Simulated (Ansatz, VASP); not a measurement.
## AlAs4 in VASP and in Ansatz

```
CELL_PARAMETERS angstrom
6.21019 0.00000 0.00000
0.00000 6.21019 0.00000
0.00000 0.00000 5.45526
ATOMIC_POSITIONS crystal
Al 0.00000 0.00000 0.00000
Al 0.50000 0.50000 0.50000
As 0.64268 0.85711 0.25145
As 0.35732 0.14289 0.25145
As 0.85711 0.35732 0.74855
As 0.14289 0.64268 0.74855
As 0.85732 0.35711 0.24855
As 0.14268 0.64289 0.24855
As 0.64289 0.85732 0.75145
As 0.35711 0.14268 0.75145
```

Alike in both runs: functional PBE; k mesh 6 × 6 × 6; occupations gaussian, width 0.1 eV; no spin polarisation.

Ansatz relaxed the structure, and its values are those at the end. VASP's run is a single point on that final structure, the one shown.

|  | VASP | Ansatz |
| --- | --- | --- |
| version | VASP 6.6.1 | Ansatz 0.2.0 |
| potentials or method | VASP PAW PBE potentials, release 64 (Al, As), cutoff 520 eV | scalar-relativistic, plane waves, PAW |
| valence electrons in the cell | 46 | 126 |

```csv
,VASP,Ansatz,Ansatz less VASP
gap on the k mesh at the Fermi level (eV),none,none,-
pressure (GPa),0.2,0.0,-0.17
rms of the force components (eV/Å),0.015,0.001,-0.0141
```

A gap of «none» marks a metal or a gap that the smearing closes. VASP's potentials hold 46 valence electrons a cell and Ansatz's 126, so a difference there can come from the potentials and not from the codes.
